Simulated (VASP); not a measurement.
Wanted: the native input for a VASP 6.6.1 run.

```yaml
Task: single point
Functional: PBEsol
Potentials_or_basis: VASP PAW PBE potentials, release 64 (Ca_sv, Se)
Cutoff: 520 eV
k_mesh: 8 × 8 × 8
Occupations: gaussian, width 0.01 eV
Spin: no spin polarisation
Dipole_correction: no
Further_INCAR_settings: ALGO = Normal; EDIFF = 1e-06; NBANDS = 15
```

The structure of CaSe lies in POSCAR:

```
CaSe
1.0
    2.9637950892      2.9637950892      0.0000000000
   -2.9637950892      2.9637950892      0.0000000000
    0.0000000000      2.9637950892      2.9252693646
Ca Se
1 1
Direct
    0.0000000000      0.0000000000      0.0000000000
    0.5000000000      0.5000000000      0.0000000000
```

This cell differs from its parent crystal: in-plane strain +0.01, then relaxed in part.

The input as run:

INCAR

```
ALGO = Normal
EDIFF = 1E-6
ENCUT = 520
GGA = PS
ISIF = 2
ISMEAR = 0
LASPH = T
LCHARG = F
LREAL = F
LWAVE = F
NBANDS = 15
NELM = 100
PREC = Accurate
SIGMA = 0.01
```

KPOINTS

```
k-points
0
Gamma
  8 8 8
```

Potentials or basis: VASP PAW PBE potentials, release 64 (Ca_sv, Se).

The run is started by

```console
$ cat potpaw_PBE.64/Ca_sv/POTCAR potpaw_PBE.64/Se/POTCAR > POTCAR
$ mpirun -np 1 vasp_std > vasp.out
```

Results of the run:

```yaml
Pressure: -0.6 GPa
Band_gap_on_the_k_mesh: 1.90 eV, indirect (least direct gap 2.84 eV)
```

Caveat: the cell differs from its parent crystal (in-plane strain +0.01, then relaxed in part); the PAW data sets were made with another functional, which shifts forces and pressure a little.

It took 31 s on 1 thread of Intel Xeon 6975P-C, on a shared host, peak memory 0.2 GiB.
